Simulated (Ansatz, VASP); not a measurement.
# Two plane-wave programs on MgS

File POSCAR:

```
MgS
1.0
    0.0000000000      2.6016500000      2.6016500000
    2.6016500000      0.0000000000      2.6016500000
    2.6016500000      2.6016500000      0.0000000000
S Mg
1 1
Direct
    0.5000000000      0.5000000000      0.5000000000
    0.0000000000      0.0000000000      0.0000000000
```

INCAR.step1

```
SYSTEM = MgS
ALGO     = Normal         ! electronic algorithm
EDIFF    = 1E-5           ! SCF threshold, eV
ENCUT    = 520            ! plane-wave cutoff, eV
GGA      = PE             ! functional
GGA_COMPAT= .FALSE.      
ISIF     = 2              ! what is computed and relaxed
ISMEAR   = 0              ! smearing method
LASPH    = .TRUE.         ! aspherical terms in the spheres
LCHARG   = .FALSE.        ! write CHGCAR
LREAL    = .FALSE.        ! projectors in reciprocal space
LWAVE    = .TRUE.         ! write WAVECAR
NBANDS   = 11             ! bands
NELM     = 120            ! most SCF steps
PREC     = Accurate       ! precision mode
SIGMA    = 0.02           ! smearing width, eV
```

INCAR.step2

```
SYSTEM = MgS
AEXX     = 0.2            ! exact-exchange fraction
AGGAC    = 0.81         
AGGAX    = 0.72         
ALDAC    = 0.19         
ALGO     = Normal         ! electronic algorithm
EDIFF    = 1E-8           ! SCF threshold, eV
ENCUT    = 520            ! plane-wave cutoff, eV
GGA      = B3             ! functional
GGA_COMPAT= .FALSE.      
ISIF     = 2              ! what is computed and relaxed
ISMEAR   = 0              ! smearing method
ISTART   = 1            
IVDW     = 12             ! dispersion correction
LASPH    = .TRUE.         ! aspherical terms in the spheres
LCHARG   = .FALSE.        ! write CHGCAR
LEFG     = .TRUE.       
LHFCALC  = .TRUE.         ! exact exchange
LREAL    = .FALSE.        ! projectors in reciprocal space
LWAVE    = .FALSE.        ! write WAVECAR
NBANDS   = 11             ! bands
NELM     = 120            ! most SCF steps
PREC     = Accurate       ! precision mode
PRECFOCK = Normal       
SIGMA    = 0.02           ! smearing width, eV
```

Contents of KPOINTS:

```
k-points
0
G
  6 6 6
  0 0 0
```

Contents of input.yaml:

```yaml
crystal:
  lattice: { a: 5.2033, b: 5.2033, c: 5.2033, alpha: 90.0, beta: 90.0, gamma: 90.0 }
  space_group: 225
  reduce_to_primitive: true
  atoms:
    - { symbol: S, wyckoff: "4b", position: [0.5, 0.0, 0.0] }
    - { symbol: Mg, wyckoff: "4a", position: [0.0, 0.0, 0.0] }
hamiltonian:
  xc: b3lyp
  pseudopotentials: { kind: paw }
  dispersion: d3bj
kpoints:
  mp_grid: { grid: [6, 6, 6] }
scf:
  occupations: { method: gaussian, width: 0.02 }
output:
  forces: true
  stress: true
  eigenvalues: true
  efg: {}
  write_density: true
  write_potential: true
  elf: true
  volumetric_format: npy
```

Alike in both runs: task electric field gradients; functional B3LYP; dispersion D3(BJ); k mesh 6 × 6 × 6; occupations gaussian, width 0.02 eV; no spin polarisation.

```csv
,VASP,Ansatz
version,VASP 6.6.1,Ansatz 0.2.0
potentials or method,"VASP PAW PBE potentials, release 64 (S, Mg)",Ansatz PAW
plane-wave cutoff (eV),520,420
valence electrons in the cell,8,16
```

```csv
,VASP,Ansatz,Ansatz less VASP
gap on the k mesh at the Fermi level (eV),4.20,4.23,+0.024
least direct gap on the mesh (eV),5.32,5.32,-0.005
pressure (GPa),-4.6,-4.3,+0.26
```

VASP's potentials were made for PBE, not for B3LYP. VASP's potentials hold 8 valence electrons a cell and Ansatz's 16, so a difference there can come from the potentials and not from the codes.
